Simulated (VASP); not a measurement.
A run of VASP 6.6.1 is set up as follows.

Contents of INCAR:

```
PREC     = Accurate       # precision mode
ENCUT    = 520            # plane-wave cutoff, eV
EDIFF    = 1E-6           # SCF threshold, eV
ISMEAR   = 0              # smearing method
SIGMA    = 0.1            # smearing width, eV
LREAL    = False          # projectors in reciprocal space
LASPH    = True           # aspherical terms in the spheres
NELM     = 80             # most SCF steps
ALGO     = Normal         # electronic algorithm
ISIF     = 2              # what is computed and relaxed
LWAVE    = False          # write WAVECAR
LCHARG   = False          # write CHGCAR
GGA      = PS             # functional
NBANDS   = 26             # bands
```

KPOINTS

```
regular mesh
0
Gamma
  12 12 10
```

POSCAR

```
InGaAs2
1.0
    4.1727423643      0.0000000000      0.0000000000
    0.0000000000      4.1727423643      0.0000000000
    0.0000000000      0.0000000000      5.7859178787
In Ga As
1 1 2
Direct
    0.0000000000      0.0000000000      0.5000000000
    0.5000000000      0.5000000000      0.0000000000
    0.5000000000      0.0000000000      0.7699348930
    0.0000000000      0.5000000000      0.2300651070
```

Potentials or basis: VASP PAW PBE potentials, release 64 (In_d, Ga_d, As).

Launch:

```bash
$ cat potpaw_PBE.64/In_d/POTCAR potpaw_PBE.64/Ga_d/POTCAR potpaw_PBE.64/As/POTCAR > POTCAR
$ mpirun -np 1 vasp_std > vasp.out
```

Task: Predict the pressure.

Result: 0.5 GPa.

Task: Estimate the largest force.

Result: 0.005 eV/Å.

Task: What does it give for the band gap on the k mesh?

Result: Zero (filled and empty bands touch).

Stress tensor (GPa, compression positive):
```
0.11 0.00 0.00
0.00 0.11 0.00
0.00 0.00 1.28
```

Caveat: the cell differs from its parent crystal (uniaxial strain along c: -2.0 %, then relaxed in part); the PAW data sets were made with another functional, which shifts forces and pressure a little; spin-orbit coupling is left out, which moves the levels of the heavy elements.
